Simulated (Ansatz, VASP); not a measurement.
# C in VASP and in Ansatz

```xyz
1
Lattice="-1.2321 1.2321 1.2321 1.2321 -1.2321 1.2321 1.2321 1.2321 -1.2321" Properties=species:S:1:pos:R:3 pbc="T T T"
C     0.0000    0.0000    0.0000
```

Alike in both runs: functional BLYP; k mesh 18 × 18 × 18; occupations fermi-dirac, width 0.1 eV; no spin polarisation.

Ansatz relaxed the structure, and its values are those at the end. VASP's run is a single point on that final structure, the one shown.

|  | VASP | Ansatz |
| --- | --- | --- |
| version | VASP 6.6.1 | Ansatz 0.2.0 |
| potentials or method | VASP PAW PBE potentials, release 64 (C), cutoff 520 eV | plane waves (420 eV) with PAW, scalar-relativistic |
| valence electrons in the cell | 4 | 4 |

|  | VASP | Ansatz | Ansatz less VASP |
| --- | --- | --- | --- |
| pressure (GPa) | 0.2 | 0.0 | -0.20 |

VASP's potentials were made for PBE, not for BLYP. The functional is the same, so the differences come from potentials, cutoffs and numerics.
